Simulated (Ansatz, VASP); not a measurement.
## Two plane-wave programs on HfSn2S6

Contents of INCAR:

```
SYSTEM = HfSn2S6
PREC = Accurate ; ENCUT = 520
EDIFF = 1E-7 ; ISMEAR = 0
SIGMA = 0.1 ; LREAL = .False.
LASPH = .True. ; NELM = 60
ALGO = Normal ; ISIF = 2
LWAVE = .False. ; LCHARG = .False.
GGA = PE ; NBANDS = 47
```

Contents of KPOINTS:

```
Automatic mesh
0
Gamma
  3 3 4
  0 0 0
```

The input POSCAR:

```
HfSn2S6
1.0
    6.4129871000      0.0000000000      0.0000000000
   -3.2064936000      5.5538098000      0.0000000000
    0.0000000000      0.0000000000      6.8519881000
Hf Sn S
1 2 6
Direct
    0.0000000000      0.0000000000      0.0000000000
    0.3333333000      0.6666667000      0.0000000000
    0.6666667000      0.3333333000      0.0000000000
    0.3325590000      0.0000000000      0.2141060000
    0.0000000000      0.3325590000      0.2141060000
    0.6674410000      0.6674410000      0.2141060000
    0.6674410000      0.0000000000      0.7858940000
    0.3325590000      0.3325590000      0.7858940000
    0.0000000000      0.6674410000      0.7858940000
```

Input for Ansatz:

```yaml
crystal:
  lattice:
    - [6.4129871, 0.0, 0.0]
    - [-3.2064936, 5.5538098, 0.0]
    - [0.0, 0.0, 6.8519881]
  atoms:
    - { symbol: Hf, position: [0.0, 0.0, 0.0] }
    - { symbol: Sn, position: [0.3333333, 0.6666667, 0.0] }
    - { symbol: Sn, position: [0.6666667, 0.3333333, 0.0] }
    - { symbol: S, position: [0.332559, 0.0, 0.214106] }
    - { symbol: S, position: [0.0, 0.332559, 0.214106] }
    - { symbol: S, position: [0.667441, 0.667441, 0.214106] }
    - { symbol: S, position: [0.667441, 0.0, 0.785894] }
    - { symbol: S, position: [0.332559, 0.332559, 0.785894] }
    - { symbol: S, position: [0.0, 0.667441, 0.785894] }
basis:
  ecutwfc: 420
kpoints:
  mp_grid: { grid: [3, 3, 4] }
hamiltonian:
  xc: pbe
scf:
  occupations: { method: gaussian, width: 0.1 }
  lower_state_search: "off"
output:
  forces: true
  stress: true
  eigenvalues: true
```

Alike in both runs: task single point; functional PBE; k mesh 3 × 3 × 4; occupations gaussian, width 0.1 eV; no spin polarisation.

```csv
,VASP,Ansatz
version,VASP 6.6.1,Ansatz 0.2.0
potentials or method,"VASP PAW PBE potentials, release 64 (Hf_pv, Sn_d, S), cutoff 520 eV","scalar-relativistic, plane waves, PAW"
valence electrons in the cell,74,90
```

```csv
,VASP,Ansatz,Ansatz less VASP
gap on the k mesh at the Fermi level (eV),1.38,1.37,-0.010
least direct gap on the mesh (eV),1.38,1.37,-0.010
pressure (GPa),-0.2,0.0,+0.25
"traceless stress, the component that is largest in VASP (GPa)",0.08,0.03,-0.056
rms of the force components (eV/Å),0.018,0.005,-0.0135
```

Atom by atom the forces differ by 0.019 eV/Å (rms over components). VASP's potentials hold 74 valence electrons a cell and Ansatz's 90, so a difference there can come from the potentials and not from the codes.

Neither program's run includes spin-orbit coupling.
